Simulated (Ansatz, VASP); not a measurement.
# Au in VASP and in Ansatz

POSCAR

```
Au
1.0
    0.0000000000      2.0455000000      1.9943625000
    2.0455000000      0.0000000000      1.9943625000
    2.0455000000      2.0455000000      0.0000000000
Au
1
Direct
    0.0000000000      0.0000000000      0.0000000000
```

Contents of INCAR.step1:

```
SYSTEM = Au
PREC = Accurate
ENCUT = 520
ISMEAR = 0
SIGMA = 0.15
LREAL = .FALSE.
LASPH = .TRUE.
NELM = 100
NBANDS = 12
GGA = PE
ALGO = Normal
EDIFF = 1E-4
LWAVE = .TRUE.
LCHARG = .FALSE.
```

INCAR.step2

```
SYSTEM = Au
PREC = Accurate
ENCUT = 520
EDIFF = 1E-6
ISMEAR = 0
SIGMA = 0.15
LREAL = .FALSE.
LASPH = .TRUE.
NELM = 100
ALGO = Normal
ISIF = 2
LWAVE = .FALSE.
LCHARG = .FALSE.
METAGGA = R2SCAN
LMIXTAU = .TRUE.
NBANDS = 12
ISTART = 1
```

File KPOINTS:

```
Automatic mesh
0
G
  20 20 20
  0 0 0
```

Input for Ansatz:

```yaml
crystal:
  lattice:
    - [0.0, 2.0455, 1.9943625]
    - [2.0455, 0.0, 1.9943625]
    - [2.0455, 2.0455, 0.0]
  atoms:
    - { symbol: Au, position: [0.0, 0.0, 0.0] }
basis:
  ecutwfc: 500
kpoints:
  mp_grid: { grid: [20, 20, 20] }
hamiltonian:
  xc: r2scan
scf:
  occupations: { method: gaussian, width: 0.15 }
output:
  forces: true
  stress: true
  eigenvalues: true
```

Change from the starting cell: strain +0.000 along x and y, -0.025 along z, atoms carried along.

Alike in both runs: task single point; functional r2SCAN; k mesh 20 × 20 × 20; occupations gaussian, width 0.15 eV; no spin polarisation.

|  | VASP | Ansatz |
| --- | --- | --- |
| version | VASP 6.6.1 | Ansatz 0.2.0 |
| potentials or method | VASP PAW PBE potentials, release 64 (Au), cutoff 520 eV | scalar-relativistic, plane waves, PAW |
| valence electrons in the cell | 11 | 19 |

```tsv
	VASP	Ansatz	Ansatz less VASP
gap on the k mesh at the Fermi level (eV)	none	none	-
pressure (GPa)	9.4	9.0	-0.40
traceless stress, the component that is largest in VASP (GPa)	0.56	0.54	-0.017
```

VASP's potentials were made for PBE, not for r2SCAN. A gap of «none» marks a metal or a gap that the smearing closes. VASP's potentials hold 11 valence electrons a cell and Ansatz's 19, so a difference there can come from the potentials and not from the codes.

Spin-orbit coupling is off throughout.
